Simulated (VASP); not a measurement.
The system is GaSb.

```
CELL_PARAMETERS angstrom
0.00000 3.10692 3.10692
3.10692 0.00000 3.10692
3.10692 3.10692 0.00000
ATOMIC_POSITIONS crystal
Ga 0.00000 0.00000 0.00000
Sb 0.25000 0.25000 0.25000
```

- Program: VASP 6.6.1
- Task: relaxation of cell and atoms
- Functional: PBE
- Dispersion: D3(BJ)
- Potentials or basis: VASP PAW PBE potentials, release 64 (Ga_d, Sb)
- Cutoff: 600 eV
- k mesh: 12 × 12 × 12
- Occupations: gaussian, width 0.1 eV
- Spin: no spin polarisation

At the start: pressure -1.8 GPa; volume 29.99 Å³/atom.

Problem. Where does the relaxation end?

Solution. Over 3 steps the energy falls by 7.0 meV/atom and the volume is 28.82 Å³/atom (-3.9 %); space group F-43m (No. 216, to 0.1 Å) before and after.

The path:
```csv
step,energy change (eV),largest force (eV/Å),pressure (GPa),volume (Å³)
1,0.0000,0.0000,-1.83,59.98
2,-0.0130,0.0000,0.52,57.06
3,-0.0139,0.0000,0.02,57.63
```

Final structure:
```
Ga Sb
1.0
     0.00000    3.06577    3.06577
     3.06577    0.00000    3.06577
     3.06577    3.06577    0.00000
Ga Sb
1 1
Direct
  0.00000 0.00000 0.00000
  0.25000 0.25000 0.25000
```
